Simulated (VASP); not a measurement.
# Pd: single point with PBE

The system is Pd.

```
Pd
1.0
     0.00000    2.57989    2.57989
     2.57989    0.00000    2.57989
     2.57989    2.57989    0.00000
Pd
2
Direct
  0.87500 0.87500 0.87500
  0.12500 0.12500 0.12500
```

This cell differs from its parent crystal: volume scaled by 0.7.

| Property | Result |
| --- | --- |
| Program | VASP 6.6.1 |
| Task | single point |
| Functional | PBE |
| Potentials or basis | VASP PAW PBE potentials, release 64 (Pd) |
| Cutoff | 520 eV |
| k mesh | 12 × 12 × 12 |
| Occupations | fermi-dirac, width 0.08 eV |
| Spin | no spin polarisation |

```
Pressure               : 58.0 GPa
Band gap on the k mesh : zero (band 10 reaches 8.59 eV, above the bottom of band 11 at 7.90 eV)
```

Levels at points of the mesh, in eV from the Fermi level:
```tsv
k point	band 8	band 9	band 10	band 11	band 12	band 13
(0.00, 0.00, 0.00)	-2.21	-2.21	-0.15	-0.15	13.61	13.88
(0.50, 0.00, 0.00)	-1.63	-1.09	-0.50	-0.50	1.79	10.65
(0.50, 0.50, 0.00)	-2.85	-0.22	-0.22	2.30	2.30	5.18
```

Wall time 60 s on 1 thread of Intel Xeon 8259CL (shared host), peak memory 0.18 GiB.
